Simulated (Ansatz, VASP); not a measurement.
## Y in VASP and in Ansatz

```xyz
1
Lattice="0.0000 2.2862 2.6838 2.2862 0.0000 2.6838 2.2862 2.2862 0.0000" Properties=species:S:1:pos:R:3 pbc="T T T"
Y     0.0000    0.0000    0.0000
```

Change from the starting cell: strain -0.080 along x and y, +0.080 along z, atoms carried along.

Alike in both runs: task single point; functional PBEsol; k mesh 16 × 16 × 16; occupations gaussian, width 0.15 eV; no spin polarisation.

|  | VASP | Ansatz |
| --- | --- | --- |
| version | VASP 6.6.1 | Ansatz 0.2.0 |
| potentials or method | VASP PAW PBE potentials, release 64 (Y_sv), cutoff 520 eV | scalar-relativistic, plane waves, PAW |
| valence electrons in the cell | 11 | 11 |

```tsv
	VASP	Ansatz	Ansatz less VASP
gap on the k mesh at the Fermi level (eV)	none	none	-
pressure (GPa)	4.2	4.4	+0.18
traceless stress, the component that is largest in VASP (GPa)	-3.89	-3.84	+0.050
```

VASP's potentials were made for PBE, not for PBEsol. A gap of «none» marks a metal or a gap that the smearing closes.
